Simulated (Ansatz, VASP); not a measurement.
## GaN: VASP beside Ansatz

```
Ga N
1.0
     3.20813    0.00000    0.00000
    -1.60407    2.77833    0.00000
     0.00000    0.00000    5.18500
Ga N
2 2
Direct
  0.33333 0.66667 0.99950
  0.66667 0.33333 0.49950
  0.33333 0.66667 0.37750
  0.66667 0.33333 0.87750
```

Alike in both runs: functional PBE; k mesh 8 × 8 × 5; occupations gaussian, width 0.05 eV; no spin polarisation.

Ansatz relaxed the structure, and its values are those at the end. VASP's run is a single point on that final structure, the one shown.

|  | VASP | Ansatz |
| --- | --- | --- |
| version | VASP 6.6.1 | Ansatz 0.2.0 |
| potentials or method | VASP PAW PBE potentials, release 64 (Ga_d, N) | scalar-relativistic, plane waves, PAW |
| plane-wave cutoff (eV) | 520 | 420 |
| valence electrons in the cell | 36 | 36 |

Ansatz gave:

- pressure (GPa): 3.1

Q: Estimate VASP's values.

A: Pressure (GPa): 3.2.

Ansatz's warnings: stress scf threshold loose.
